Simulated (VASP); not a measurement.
Write the native input for VASP 6.6.1 that does the following.

* Task: single point
* Functional: PBE
* Potentials or basis: VASP PAW PBE potentials, release 64 (B, P)
* Cutoff: 500 eV
* k mesh: 15 × 15 × 15
* Occupations: fermi-dirac, width 0.05 eV
* Spin: no spin polarisation
* Dipole correction: no
* Further INCAR settings: ALGO = Normal; EDIFF = 1e-06; NBANDS = 11

The structure of BP (zincblende type) lies in POSCAR:

```
BP
1.0
    0.0000000000      2.2728385374      2.2728385374
    2.2728385374      0.0000000000      2.2728385374
    2.2728385374      2.2728385374      0.0000000000
B P
1 1
Direct
    0.0000000000      0.0000000000      0.0000000000
    0.2500000000      0.2500000000      0.2500000000
```

These files were run (other wordings do the same):

INCAR

```
ALGO     = Normal         # electronic algorithm
EDIFF    = 1E-6           # SCF threshold, eV
ENCUT    = 500            # plane-wave cutoff, eV
GGA      = PE             # functional
GGA_COMPAT= False        
ISIF     = 2              # what is computed and relaxed
ISMEAR   = -1             # smearing method
LASPH    = True           # aspherical terms in the spheres
LCHARG   = False          # write CHGCAR
LREAL    = False          # projectors in reciprocal space
LWAVE    = False          # write WAVECAR
NBANDS   = 11             # bands
NELM     = 120            # most SCF steps
PREC     = Accurate       # precision mode
SIGMA    = 0.05           # smearing width, eV
```

KPOINTS

```
k-points
0
Gamma
  15 15 15
```

Potentials or basis: VASP PAW PBE potentials, release 64 (B, P).

The run is started by

```console
$ cat potpaw_PBE.64/B/POTCAR potpaw_PBE.64/P/POTCAR > POTCAR
$ mpirun -np 1 vasp_std > vasp.out
```

It gave:

- Pressure: 0.1 GPa
- Band gap on the k mesh: 1.25 eV (least direct gap 3.39 eV)

Caveat: an odd mesh through Γ misses points on the zone boundary, where band edges can lie.

It took 23 s on 1 thread of Intel Xeon 8259CL, on a shared host, peak memory 0.15 GiB.
